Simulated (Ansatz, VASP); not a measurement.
**One calculation of N, two programs**

File POSCAR:

```
N
1.0
    4.0840619700      0.0000000000      0.0000000000
    0.0000000000      4.0840619700      0.0000000000
    0.0000000000      0.0000000000      5.3459132500
N
4
Direct
    0.4042752000      0.5957248000      0.5000000000
    0.0957248000      0.0957248000      0.0000000000
    0.5957248000      0.4042752000      0.5000000000
    0.9042752000      0.9042752000      0.0000000000
```

The input INCAR.step1:

```
PREC = Accurate
ENCUT = 520
EDIFF = 1E-5
ISMEAR = -1
SIGMA = 0.05
LREAL = F
LASPH = T
NELM = 80
ALGO = Normal
ISIF = 2
LWAVE = T
LCHARG = F
GGA = PE
NBANDS = 18
```

The input INCAR.step2:

```
PREC = Accurate
ENCUT = 520
EDIFF = 1E-6
ISMEAR = -1
SIGMA = 0.05
LREAL = F
LASPH = T
NELM = 80
ALGO = Normal
ISIF = 2
LWAVE = F
LCHARG = F
GGA = PE
LHFCALC = T
AEXX = 0.25
HFSCREEN = 0.4
PRECFOCK = Normal
ISTART = 1
NBANDS = 18
```

Contents of KPOINTS:

```
Automatic mesh
0
Gamma
  4 4 3
```

The input input.yaml:

```yaml
crystal:
  lattice:
    - [4.08406197, 0.0, 0.0]
    - [0.0, 4.08406197, 0.0]
    - [0.0, 0.0, 5.34591325]
  atoms:
    - { symbol: "N", position: [0.4042752, 0.5957248, 0.5] }
    - { symbol: "N", position: [0.0957248, 0.0957248, 0.0] }
    - { symbol: "N", position: [0.5957248, 0.4042752, 0.5] }
    - { symbol: "N", position: [0.9042752, 0.9042752, 0.0] }
hamiltonian:
  xc: { exchange: pbe, correlation: pbe, exx: { coeff: 0.25, omega: 0.4 } }
  pseudopotentials: { kind: paw }
kpoints:
  mp_grid: { grid: [4, 4, 3] }
scf:
  occupations: { method: fermi_dirac, width: 0.05 }
output:
  forces: true
  stress: true
  eigenvalues: true
```

Alike in both runs: task single point; functional PBE-based screened hybrid with a share of 0.25 of exact exchange and HFSCREEN = 0.4; k mesh 4 × 4 × 3; occupations fermi-dirac, width 0.05 eV; no spin polarisation.

|  | VASP | Ansatz |
| --- | --- | --- |
| version | VASP 6.6.1 | Ansatz 0.2.0 |
| potentials or method | VASP PAW PBE potentials, release 64 (N) | Ansatz PAW |
| plane-wave cutoff (eV) | 520 | 420 |
| valence electrons in the cell | 20 | 20 |

```tsv
	VASP	Ansatz	Ansatz less VASP
gap on the k mesh at the Fermi level (eV)	8.56	8.62	+0.062
least direct gap on the mesh (eV)	8.76	8.82	+0.063
pressure (GPa)	-0.4	-2.8	-2.36
traceless stress, the component that is largest in VASP (GPa)	0.68	3.26	+2.582
rms of the force components (eV/Å)	0.284	1.426	+1.1425
```

VASP's potentials were made for PBE, not for PBE-based screened hybrid. Atom by atom the forces differ by 1.142 eV/Å (rms over components). One of these differences is far larger than is usual between the two programs; its cause wasn't traced. The functional is the same, so the differences come from potentials, cutoffs and numerics.

Noted on VASP's run: the standard files for N, O and F lose accuracy on very short bonds. Noted on Ansatz's run: odd divisions of the mesh miss points on the zone boundary, where band edges often lie, so the gap on the mesh can be too wide.
